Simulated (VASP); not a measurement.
# W in VASP: single point with PBEsol

Aim: the single point of W with PBEsol.

Program: VASP 6.6.1. These are calculated values, not measurements. Logs are shortened: lines on timing, memory, paths and dates and some standing lists are left out, and cuts for length are marked.

### Step 1. The cell of the first run

The cell holds a slab with vacuum, 7 atoms: a = 7.727 Å, b = 3.154 Å, c = 20.232 Å, α = 90.00°, β = 90.00°, γ = 65.91°.

### Step 2. Single point, PBEsol

Contents of INCAR:

```
SYSTEM = W
ALGO     = Normal         ! electronic algorithm
DIPOL    = 0.5 0.5 0.500
EDIFF    = 1E-6           ! SCF threshold, eV
ENCUT    = 520            ! plane-wave cutoff, eV
GGA      = PS             ! functional
IDIPOL   = 3            
ISIF     = 2              ! what is computed and relaxed
ISMEAR   = 1              ! smearing method
LASPH    = .True.         ! aspherical terms in the spheres
LCHARG   = .True.         ! write CHGCAR
LDIPOL   = .True.       
LELF     = .True.         ! ELF
LREAL    = .False.        ! projectors in reciprocal space
LVACPOTAV= .True.       
LVHAR    = .True.       
LWAVE    = .False.        ! write WAVECAR
NBANDS   = 58             ! bands
NELM     = 80             ! most SCF steps
PREC     = Accurate       ! precision mode
SIGMA    = 0.1            ! smearing width, eV
```

Contents of KPOINTS:

```
k-points
0
Gamma
  9 9 1
  0 0 0
```

Contents of POSCAR:

```
W
1.0
    7.7267942460      0.0000000000      0.0000000000
    1.2877990410      2.8796061970      0.0000000000
    0.0000000000      0.0000000000     20.2321395050
W
7
Direct
    0.0000000000      0.0000000000      0.3954104803
    0.3000000000      0.2000000000      0.4302736536
    0.6000000000      0.4000000000      0.4651368268
    0.9000000000      0.6000000000      0.5000000000
    0.2000000000      0.8000000000      0.5348631732
    0.5000000000      0.0000000000      0.5697263464
    0.8000000000      0.2000000000      0.6045895197
```

Potentials or basis: VASP PAW PBE potentials, release 64 (W_sv).

Started as:

```bash
> cat potpaw_PBE.64/W_sv/POTCAR > POTCAR
> mpirun -np 1 vasp_std > vasp.out
```

OUTCAR:

```text
SYSTEM = W
   EDIFF = 1E-6
   ENCUT = 520
   GGA = PS
   ISIF = 2
   ISMEAR = 1
   LASPH = .True.
   LREAL = .False.
   NELM = 80
   PREC = Accurate

 ion  position               nearest neighbor table
   1  0.000  0.000  0.395-   4 2.73   4 2.73   2 2.73   2 2.73   5 3.15   3 3.15
   2  0.300  0.200  0.430-   5 2.73   5 2.73   3 2.73   3 2.73   1 2.73   1 2.73   6 3.15   4 3.15

   3  0.600  0.400  0.465-   6 2.73   6 2.73   4 2.73   2 2.73   4 2.73   2 2.73   5 3.15   7 3.15
                             1 3.15
   4  0.900  0.600  0.500-   3 2.73   5 2.73   3 2.73   5 2.73   1 2.73   7 2.73   1 2.73   7 2.73
                             6 3.15   2 3.15
   5  0.200  0.800  0.535-   2 2.73   2 2.73   6 2.73   4 2.73   6 2.73   4 2.73   3 3.15   1 3.15
                             7 3.15
   6  0.500  0.000  0.570-   3 2.73   3 2.73   5 2.73   5 2.73   7 2.73   7 2.73   2 3.15   4 3.15

   7  0.800  0.200  0.605-   4 2.73   4 2.73   6 2.73   6 2.73   3 3.15   5 3.15

  LATTYP: Found a simple orthorhombic cell.
 ALAT       =     3.1544505417
 B/A-ratio  =     2.2360679775
 C/A-ratio  =     6.4138395064

  Lattice vectors:

 A1 = (  -1.2877990410,  -2.8796061970,   0.0000000000)
 A2 = (   6.4389952050,  -2.8796061970,   0.0000000000)
 A3 = (   0.0000000000,   0.0000000000,  20.2321395050)

Analysis of symmetry for initial positions (statically):
=====================================================================
 Subroutine PRICEL returns:
 Original cell was already a primitive cell.

 Routine SETGRP: Setting up the symmetry group for a
 simple orthorhombic supercell.

 Subroutine GETGRP returns: Found  4 space group operations
 (whereof  2 operations were pure point group operations)
 out of a pool of  8 trial point group operations.

The static configuration has the point symmetry C_1h.
 The point group associated with its full space group is C_2h.

Analysis of symmetry for dynamics (positions and initial velocities):
=====================================================================
 Subroutine PRICEL returns:
 Original cell was already a primitive cell.

 Routine SETGRP: Setting up the symmetry group for a
 simple orthorhombic supercell.

 Subroutine GETGRP returns: Found  4 space group operations
 (whereof  2 operations were pure point group operations)
 out of a pool of  8 trial point group operations.

The dynamic configuration has the point symmetry C_1h.
 The point group associated with its full space group is C_2h.

 Subroutine INISYM returns: Found  4 space group operations
 (whereof  2 operations are pure point group operations),
 and found     1 'primitive' translations

----------------------------------------------------------------------------------------

                                     Primitive cell

  volume of cell :     450.1676

  direct lattice vectors                    reciprocal lattice vectors
     7.726794246  0.000000000  0.000000000     0.129419779 -0.057878284  0.000000000
     1.287799041  2.879606197  0.000000000     0.000000000  0.347269707  0.000000000
     0.000000000  0.000000000 20.232139505     0.000000000  0.000000000  0.049426310

  length of vectors
     7.726794246  3.154450542 20.232139505     0.141772264  0.347269707  0.049426310

  position of ions in fractional coordinates (direct lattice)
     0.000000000  0.000000000  0.395410480
     0.300000000  0.200000000  0.430273654
     0.600000000  0.400000000  0.465136827
     0.900000000  0.600000000  0.500000000
     0.200000000  0.800000000  0.534863173
     0.500000000  0.000000000  0.569726346
     0.800000000  0.200000000  0.604589520

  ion indices of the primitive-cell ions
   primitive index   ion index
                 1           1
                 2           2
                 3           3
                 4           4
                 5           5
                 6           6
                 7           7

----------------------------------------------------------------------------------------

 KPOINTS: k-points

Automatic generation of k-mesh.
 Grid dimensions read from file:
 generate k-points for:    9    9    1

 Generating k-lattice:

  Cartesian coordinates                     Fractional coordinates (reciprocal lattice)
     0.014379975 -0.006430920  0.000000000     0.111111111  0.000000000  0.000000000
     0.000000000  0.038585523  0.000000000     0.000000000  0.111111111  0.000000000
     0.000000000  0.000000000  0.049426310     0.000000000  0.000000000  1.000000000

  Length of vectors
     0.015752474  0.038585523  0.049426310

  Shift w.r.t. Gamma in fractional coordinates (k-lattice)
     0.000000000  0.000000000  0.000000000

 Subroutine IBZKPT returns following result:
 ===========================================

 Found     25 irreducible k-points:

 Following reciprocal coordinates:
            Coordinates               Weight
  0.000000  0.000000  0.000000      1.000000
  0.111111  0.000000  0.000000      2.000000
  0.222222  0.000000  0.000000      2.000000
  0.333333  0.000000  0.000000      2.000000
  0.444444  0.000000  0.000000      2.000000
  0.000000  0.111111  0.000000      4.000000
[... 16 lines left out ...]
  0.222222  0.444444  0.000000      4.000000
  0.333333  0.444444  0.000000      4.000000
   k-points           NKPTS =     25   k-points in BZ     NKDIM =     25   number of bands    NBANDS=     58
   number of dos      NEDOS =    301   number of ions     NIONS =      7
   total plane-waves  NPLWV = 216000
   dimension x,y,z NGX =    60 NGY =   24 NGZ =  150
   dimension x,y,z NGXF=   120 NGYF=   48 NGZF=  300
   ions per type =               7
   NGX,Y,Z   is equivalent  to a cutoff of  12.91, 12.65, 12.33 a.u.
   NGXF,Y,Z  is equivalent  to a cutoff of  25.82, 25.30, 24.65 a.u.
 SYSTEM =  W
   PREC   = accura    normal or accurate (medium, high low for compatibility)
   ISTART =      0    job   : 0-new  1-cont  2-samecut
   ICHARG =      2    charge: 1-file 2-atom 10-const
   ISPIN  =      1    spin polarized calculation?
   LNONCOLLINEAR =      F non collinear calculations
   LSORBIT =      F    spin-orbit coupling
   LASPH  =      T    aspherical Exc in radial PAW
   ENCUT  =  520.0 eV  38.22 Ry    6.18 a.u.  14.37  5.87 37.62*2*pi/ulx,y,z
   NELM   =     80;   NELMIN=  2; NELMDL= -5     # of ELM steps
   EDIFF  = 0.1E-05   stopping-criterion for ELM
   LREAL  =      F    real-space projection
   EDIFFG = 0.1E-04   stopping-criterion for IOM
   NSW    =      0    number of steps for IOM
   IBRION =     -1    ionic relax: 0-MD 1-quasi-New 2-CG
   NFREE  =      0    steps in history (QN), initial steepest desc. (CG)
   ISIF   =      2    stress and relaxation
   ISYM   =      2    0-nonsym 1-usesym 2-fastsym
   POTIM  = 0.5000    time-step for ionic-motion
   TEBEG  =    0.0;   TEEND  =   0.0 temperature during run
   PSTRESS=    0.0 pullay stress
   NELECT =      98.0000    total number of electrons
   NUPDOWN=      -1.0000    fix difference up-down
   EMIN   =  10.00;   EMAX   =-10.00  energy-range for DOS
   EFERMI =   0.00;   METHOD = LEGACY
   ISMEAR =     1;   SIGMA  =   0.10  broadening in eV -4-tet -1-fermi 0-gaus
   EFERMI_NEDOS =   21; number of points for ismear=-14 and -15
   IALGO  =     38    algorithm
   IMIX   =      4    mixing-type and parameters
     AMIX     =   0.40;   BMIX     =  1.00
     AMIX_MAG =   1.60;   BMIX_MAG =  1.00
  volume/ion in A,a.u.               =      64.31       433.98
  Fermi-wavevector in a.u.,A,eV,Ry     =   0.984824  1.861048 13.196004  0.969879
  Thomas-Fermi vector in A             =   2.116086
   LORBIT       =      0    0 simple, 1 ext, 2 COOP (PROOUT), +10 PAW based schemes
   GGA     = PS    functional components
   LHFCALC =     F    Hartree Fock is set to
   AEXX    =    0.0000 exact exchange contribution
   IVDW    =     0    specifies the selected vdW correction
   LEPSILON=     F    determine dielectric tensor
   LRPA    =     F    only Hartree local field effects (RPA)
 non-spin polarized calculation
 Methfessel and Paxton  Order N= 1 SIGMA  =   0.10
  energy-cutoff  :      520.00
  volume of cell :      450.17
 maximum number of plane-waves:     12168
 NGX is ok and might be reduce to    60
   NGX = 29   NGY = 11   NGZ = 75

 number of electron      98.0000007 magnetization

 dipolmoment           0.000000      0.000000      0.000000 electrons x Angstroem

 Free energy of the ion-electron system (eV)
  ---------------------------------------------------
  ext. energy  EPLUGINS =         0.00000000
  ---------------------------------------------------
  free energy    TOTEN  =       -84.76710868 eV

  energy without entropy =      -84.76101307  energy(sigma->0) =      -84.76507681

 E-fermi :  -0.4822     XC(G=0):  -4.5783

 val. band max:       -0.4955550728   @ k =   0.4444   0.1111   0.0000
 cond. band min:      -0.4727918798   @ k =   0.4444   0.4444   0.0000
 fundamental gap:      0.0227631930
 Fermi energy:        -0.4821899330

 k-point     1 :       0.0000    0.0000    0.0000
  band No.  band energies     occupation
      1     -74.5461      2.00000
      2     -74.4947      2.00000
      3     -74.4803      2.00000
      4     -74.4765      2.00000
      5     -74.4116      2.00000
      6     -74.4026      2.00000
[... 50 lines left out ...]
     57       0.6607     -0.00000
     58       0.8443     -0.00000

 k-point     2 :       0.1111    0.0000    0.0000
  band No.  band energies     occupation
      1     -74.5448      2.00000
      2     -74.4958      2.00000
      3     -74.4822      2.00000
      4     -74.4759      2.00000
      5     -74.4123      2.00000
      6     -74.3999      2.00000
[... 50 lines left out ...]
     57       0.8327     -0.00000
     58       0.8560     -0.00000

 k-point     3 :       0.2222    0.0000    0.0000
  band No.  band energies     occupation
      1     -74.5412      2.00000
      2     -74.5002      2.00000
      3     -74.4841      2.00000
      4     -74.4762      2.00000
      5     -74.4131      2.00000
      6     -74.3940      2.00000
[... 1216 lines left out ...]
      3     -74.4710      2.00000
      4     -74.4661      2.00000
      5     -74.4176      2.00000
      6     -74.4149      2.00000
[... 50 lines left out ...]
     57       1.6688      0.00000
     58       1.8953      0.00000

 k-point    24 :       0.3333    0.4444    0.0000
  band No.  band energies     occupation
      1     -74.4805      2.00000
      2     -74.4741      2.00000
      3     -74.4695      2.00000
      4     -74.4669      2.00000
      5     -74.4177      2.00000
      6     -74.4149      2.00000
[... 50 lines left out ...]
     57       1.7610      0.00000
     58       1.8250      0.00000

 [... further k-points ...]

------------------------ aborting loop because EDIFF is reached ----------------------------------------

  FORCE on cell =-STRESS in cart. coord.  units (eV):
  Direction    XX          YY          ZZ          XY          YZ          ZX
  --------------------------------------------------------------------------------------
  -------------------------------------------------------------------------------------
  Total      -18.3312130    -20.4292526    -11.8745558     -1.1728398     -0.3274340      0.7321643
  in kB      -65.2420394    -72.7091058    -42.2623552     -4.1742170     -1.1653599      2.6058227
  external PRESSURE =     -60.0711668 kB  Pullay stress =       0.0000000 kB

 VOLUME and BASIS-vectors are now :
 -----------------------------------------------------------------------------
  energy-cutoff  :      520.00
  volume of cell :      450.17
      direct lattice vectors                 reciprocal lattice vectors
     7.726794246  0.000000000  0.000000000     0.129419779 -0.057878284  0.000000000
     1.287799041  2.879606197  0.000000000     0.000000000  0.347269707  0.000000000
     0.000000000  0.000000000 20.232139505     0.000000000  0.000000000  0.049426310

 POSITION                                       TOTAL-FORCE (eV/Angst)
 -----------------------------------------------------------------------------------
      0.00000      0.00000      8.00000         0.730350     -0.326622      2.012945
      2.57560      0.57592      8.70536        -1.181590      0.528423      0.918156
      5.15120      1.15184      9.41071        -0.347651      0.155474      0.488021
      7.72679      1.72776     10.11607        -0.000000     -0.000000      0.000000
      2.57560      2.30368     10.82143         0.347651     -0.155474     -0.488021
      3.86340      0.00000     11.52678         1.181590     -0.528423     -0.918156
      6.43900      0.57592     12.23214        -0.730350      0.326622     -2.012945
 -----------------------------------------------------------------------------------
    total drift:                                0.000009      0.000004      0.000049

  FREE ENERGIE OF THE ION-ELECTRON SYSTEM (eV)
  ---------------------------------------------------
  free  energy   TOTEN  =       -84.7671086767 eV

  energy  without entropy=      -84.7610130712  energy(sigma->0) =      -84.76507681

 vacuum level on the upper side and lower side of the slab         3.912         3.912
```

It took 37 min on 1 thread of Intel Xeon 8259CL, shared host; peak memory 0.78 GiB.

What came out:

* Free energy: -84.7671 eV
* Largest force: 2.166 eV/Å
* Band gap on the k mesh: zero (bands 49 and 50 overlap by 0.24 eV)

Forces in eV/Å, atoms in the order of the input:
```
W    0.730 -0.327  2.013
W   -1.182  0.528  0.918
W   -0.348  0.155  0.488
W    0.000  0.000  0.000
W    0.348 -0.155 -0.488
W    1.182 -0.528 -0.918
W   -0.730  0.327 -2.013
```

Caveat: the PAW data sets were made with another functional, which shifts forces and pressure a little; spin-orbit coupling is left out, which moves the levels of the heavy elements.

The gap in the log of VASP goes by the Fermi energy; the results here count the filled bands.